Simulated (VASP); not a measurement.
# SiC5 (P-62m) in VASP: a series of runs, part 2 of 2

VASP 6.6.1. Earlier steps stand in the parts before.

## Step 3: Single point, PBE

This run uses another cell than the first one, of 13.39 Å³/atom.

Contents of INCAR:

```
  ALGO = Normal
  EDIFF = 1E-7
  ENCUT = 520
  GGA = PE
  ISIF = 2
  ISMEAR = 0
  LASPH = True
  LCHARG = False
  LREAL = False
  LWAVE = False
  NBANDS = 21
  NELM = 60
  PREC = Accurate
  SIGMA = 0.1
```

Contents of KPOINTS:

```
k-points
0
Gamma
  6 6 4
```

Contents of POSCAR:

```
SiC5
1.0
    3.5842341411     -0.0000000023      0.0000000000
   -1.7921170686      3.1040378205      0.0000000000
    0.0000000000      0.0000000000      7.2232011970
Si C
1 5
Direct
    0.0000000000      0.0000000000      0.5000000000
    0.0000000000      0.7745638050      0.0000000000
    0.7745638050      0.0000000000      0.0000000000
    0.2254361950      0.2254361950      0.0000000000
    0.3333333333      0.6666666667      0.5000000000
    0.6666666667      0.3333333333      0.5000000000
```

Potentials or basis: VASP PAW PBE potentials, release 64 (Si, C).

Started as:

```sh
cat potpaw_PBE.64/Si/POTCAR potpaw_PBE.64/C/POTCAR > POTCAR
mpirun -np 1 vasp_std > vasp.out
```

OUTCAR:

```text
EDIFF = 1E-7
   ENCUT = 520
   GGA = PE
   ISIF = 2
   ISMEAR = 0
   LASPH = True
   LREAL = False
   NELM = 60
   PREC = Accurate

 ion  position               nearest neighbor table
   1  0.000  0.000  0.500-   5 2.07   6 2.07   6 2.07   5 2.07   6 2.07   5 2.07
   2  0.000  0.775  0.000-   3 1.40   4 1.40
   3  0.775  0.000  0.000-   4 1.40   2 1.40
   4  0.225  0.225  0.000-   3 1.40   2 1.40
   5  0.333  0.667  0.500-   6 2.07   1 2.07   6 2.07   1 2.07   1 2.07   6 2.07
   6  0.667  0.333  0.500-   5 2.07   1 2.07   5 2.07   1 2.07   1 2.07   5 2.07

  LATTYP: Found a hexagonal cell.
 ALAT       =     3.5842341411
 C/A-ratio  =     2.0152704630

  Lattice vectors:

 A1 = (   3.5842341411,  -0.0000000023,   0.0000000000)
 A2 = (  -1.7921170686,   3.1040378205,   0.0000000000)
 A3 = (   0.0000000000,   0.0000000000,   7.2232011970)

Analysis of symmetry for initial positions (statically):
=====================================================================
 Subroutine PRICEL returns:
[... 177 lines left out ...]

 val. band max:        2.8403368967   @ k =   0.1667   0.0000   0.0000
 cond. band min:       2.9414304242   @ k =   0.3333   0.3333   0.0000
 fundamental gap:      0.1010935275
 Fermi energy:         2.9030923012

 k-point     1 :       0.0000    0.0000    0.0000
  band No.  band energies     occupation
      1     -16.0258      2.00000
      2     -12.8892      2.00000
      3      -3.3713      2.00000
      4      -3.3453      2.00000
      5      -2.7176      2.00000
      6      -2.7176      2.00000
[... 493 lines left out ...]
     20      13.5500      0.00000
     21      13.5507      0.00000

------------------------ aborting loop because EDIFF is reached ----------------------------------------

  FORCE on cell =-STRESS in cart. coord.  units (eV):
  Direction    XX          YY          ZZ          XY          YZ          ZX
  --------------------------------------------------------------------------------------
  -------------------------------------------------------------------------------------
  Total        0.2105774      0.2105774      0.1536550     -0.0000000     -0.0000000     -0.0000000
  in kB        4.1982588      4.1982588      3.0634028     -0.0000000     -0.0000000     -0.0000000
  external PRESSURE =       3.8199734 kB  Pullay stress =       0.0000000 kB

 VOLUME and BASIS-vectors are now :
 -----------------------------------------------------------------------------
  energy-cutoff  :      520.00
  volume of cell :       80.36
      direct lattice vectors                 reciprocal lattice vectors
     3.584234141 -0.000000002  0.000000000     0.278999630  0.161080511  0.000000000
    -1.792117069  3.104037820  0.000000000     0.000000000  0.322161023  0.000000000
     0.000000000  0.000000000  7.223201197     0.000000000  0.000000000  0.138442772

 POSITION                                       TOTAL-FORCE (eV/Angst)
 -----------------------------------------------------------------------------------
      0.00000      0.00000      3.61160        -0.000000     -0.000000      0.000000
     -1.38811      2.40428      0.00000         0.094026     -0.162859      0.000000
      2.77622     -0.00000      0.00000        -0.188053      0.000000     -0.000000
      0.40401      0.69976      0.00000         0.094026      0.162859     -0.000000
      0.00000      2.06936      3.61160        -0.000000     -0.000000      0.000000
      1.79212      1.03468      3.61160        -0.000000     -0.000000      0.000000
 -----------------------------------------------------------------------------------
    total drift:                               -0.000000     -0.000001      0.000000

  FREE ENERGIE OF THE ION-ELECTRON SYSTEM (eV)
  ---------------------------------------------------
  free  energy   TOTEN  =       -33.6609608563 eV

  energy  without entropy=      -33.6423244665  energy(sigma->0) =      -33.65164266
```

Run time: 63 s. Hardware: 1 thread of Intel Xeon 8259CL, shared host; peak memory 0.2 GiB.

Results:

```
Free energy            : -33.6610 eV
Pressure               : 0.4 GPa
Largest force          : 0.188 eV/Å
Band gap on the k mesh : zero (bands 12 and 13 overlap by 1.49 eV)
```

Forces in eV/Å, atoms in the order of the input:
```
Si   0.000  0.000  0.000
C    0.094 -0.163  0.000
C   -0.188  0.000  0.000
C    0.094  0.163  0.000
C    0.000  0.000  0.000
C    0.000  0.000  0.000
```

Levels at points of the mesh, in eV from the Fermi level:
```
           k point  band 9  band 10  band 11  band 12  band 13  band 14  band 15  band 16
(0.00, 0.00, 0.00)   -4.41    -4.29    -2.44    -2.44    -0.58    -0.58     0.65     2.75
(0.50, 0.00, 0.00)   -3.70    -2.33    -1.13     0.67     1.16     1.74     2.92     3.42
(0.00, 0.00, 0.50)   -4.51    -4.29    -2.44    -2.44    -0.58    -0.58     0.84     2.74
(0.50, 0.00, 0.50)   -3.74    -2.20    -1.30     0.68     1.18     1.40     2.83     3.42
```

## Step 4: Single point, PBE

This run uses another cell than the first one, of 15.39 Å³/atom.

Contents of INCAR:

```
SYSTEM = SiC5
  PREC = Accurate
  ENCUT = 520
  EDIFF = 1E-6
  ISMEAR = 0
  SIGMA = 0.1
  LREAL = .False.
  LASPH = .True.
  NELM = 80
  ALGO = Normal
  ISIF = 2
  LWAVE = .False.
  LCHARG = .True.
  GGA = PE
  LELF = .True.
  LVHAR = .True.
  NBANDS = 21
```

Contents of KPOINTS:

```
regular mesh
0
Gamma
  12 12 6
  0 0 0
```

Contents of POSCAR:

```
SiC5
1.0
    3.5962721156      0.0000000000      0.0000000000
   -1.7981360578      3.1144630110      0.0000000000
    0.0000000000      0.0000000000      8.2455264792
Si C
1 5
Direct
    0.0000000000      0.0000000000      0.5000000000
    0.0000000000      0.7747997484      0.0000000000
    0.7747997484      0.0000000000      0.0000000000
    0.2252002516      0.2252002516      0.0000000000
    0.3333333333      0.6666666667      0.5000000000
    0.6666666667      0.3333333333      0.5000000000
```

Started as:

```sh
cat potpaw_PBE.64/Si/POTCAR potpaw_PBE.64/C/POTCAR > POTCAR
mpirun -np 1 vasp_std > vasp.out
```

It took 4.8 min on 1 thread of Intel Xeon 8259CL, shared host; peak memory 0.28 GiB.

It converged, with:

```yaml
Free_energy: -33.6080 eV
Pressure: 0.2 GPa
Largest_force: 0.184 eV/Å
Band_gap_on_the_k_mesh: zero (bands 12 and 13 overlap by 1.44 eV)
```

Forces in eV/Å, atoms in the order of the input:
```
Si   0.000  0.000  0.000
C    0.092 -0.160  0.000
C   -0.184  0.000  0.000
C    0.092  0.160  0.000
C    0.000  0.000  0.000
C    0.000  0.000  0.000
```

Stress tensor (GPa, compression positive):
```
 0.36  0.00  0.00
 0.00  0.36  0.00
 0.00  0.00 -0.01
```

Levels at points of the mesh, in eV from the Fermi level:
```csv
k point,band 10,band 11,band 12,band 13,band 14,band 15
"(0.00, 0.00, 0.00)",-4.27,-2.33,-2.33,-0.84,-0.84,0.62
"(0.50, 0.00, 0.00)",-2.18,-1.23,0.40,0.89,1.38,2.88
"(0.00, 0.00, 0.50)",-4.27,-2.33,-2.33,-0.84,-0.84,0.70
"(0.50, 0.00, 0.50)",-2.14,-1.27,0.40,0.89,1.26,2.84
```

## Step 5: Summary

| cell | k mesh | gap on the mesh (eV) | pressure (GPa) | largest force (eV/Å) |
| --- | --- | --- | --- | --- |
| a = 4.591, b = 4.591, c = 4.342 Å, angles 90.0, 90.0, 120.0°, 6 atoms, atomic positions A | 6 × 6 × 4 | none | -28.6 | 0.09 |
| a = 3.584, b = 3.584, c = 7.223 Å, angles 90.0, 90.0, 120.0°, 6 atoms, atomic positions B | 6 × 6 × 4 | none | 0.4 | 0.19 |
| a = 3.596, b = 3.596, c = 8.246 Å, angles 90.0, 90.0, 120.0°, 6 atoms, atomic positions B | 12 × 12 × 6 | none | 0.2 | 0.18 |

Alike in all rows: task single point; level PBE; potentials or basis VASP PAW PBE potentials, release 64 (Si, C); no spin polarisation; cutoff (eV) 520; smearing gaussian 0.1 eV.

Caveats: some runs use coarse meshes.

Absolute energies hang on the potentials; compare differences alone.
